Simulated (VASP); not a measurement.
Input of a VASP 6.6.1 run:

Contents of INCAR:

```
PREC = Accurate
ENCUT = 500
EDIFF = 1E-7
ISMEAR = 0
SIGMA = 0.2
LREAL = False
LASPH = True
NELM = 120
ALGO = Normal
ISIF = 3
LWAVE = False
LCHARG = False
GGA = PE
IBRION = 2
NSW = 36
EDIFFG = -0.08
GGA_COMPAT = False
NELMIN = 4
```

KPOINTS

```
Automatic mesh
0
Gamma
  3 3 5
```

Contents of POSCAR:

```
Si2B3
1.0
    6.4337001000      0.0000000000      0.0000000000
    0.0000000000      6.4337001000      0.0000000000
    0.0000000000      0.0000000000      3.2586847000
Si B
4 6
Direct
    0.8707259900      0.3707259900      0.0000000000
    0.1292740100      0.6292740100      0.0000000000
    0.3707259900      0.1292740100      0.0000000000
    0.6292740100      0.8707259900      0.0000000000
    0.3379160000      0.8379160000      0.5000000000
    0.8379160000      0.6620840000      0.5000000000
    0.0000000000      0.0000000000      0.0000000000
    0.6620840000      0.1620840000      0.5000000000
    0.1620840000      0.3379160000      0.5000000000
    0.5000000000      0.5000000000      0.0000000000
```

Potentials or basis: VASP PAW PBE potentials, release 64 (Si, B).

The run is started by

```sh
$ cat potpaw_PBE.64/Si/POTCAR potpaw_PBE.64/B/POTCAR > POTCAR
$ mpirun -np 1 vasp_std > vasp.out
```

Problem. Estimate the band gap on the k mesh.

Solution. Zero (band 17 reaches 9.96 eV, above the bottom of band 18 at 6.56 eV).

Problem. What does it give for the relaxed cell?

Solution. a = 5.811 Å, b = 5.811 Å, c = 2.993 Å, α = 90.00°, β = 90.00°, γ = 90.00°.

Problem. What does it give for the space group after relaxing (to 0.05 Å)?

Solution. P4/mbm (No. 127).

Problem. Estimate the relaxed volume.

Solution. 10.11 Å³/atom.

Forces in eV/Å, atoms in the order of the input:
```
Si  -0.008 -0.008  0.000
Si   0.008  0.008  0.000
Si  -0.008  0.008  0.000
Si   0.008 -0.008  0.000
B    0.040  0.040  0.000
B    0.040 -0.040  0.000
B    0.000  0.000  0.000
B   -0.040 -0.040  0.000
B   -0.040  0.040  0.000
B    0.000  0.000  0.000
```

Caveat: the k points lie up to 0.42 Å⁻¹ apart in the final cell; the volume moved by over 15 % at a fixed basis, so the end points are rough; the relaxation stopped at a loose force limit of 0.08 eV/Å, so its end isn't a converged minimum.
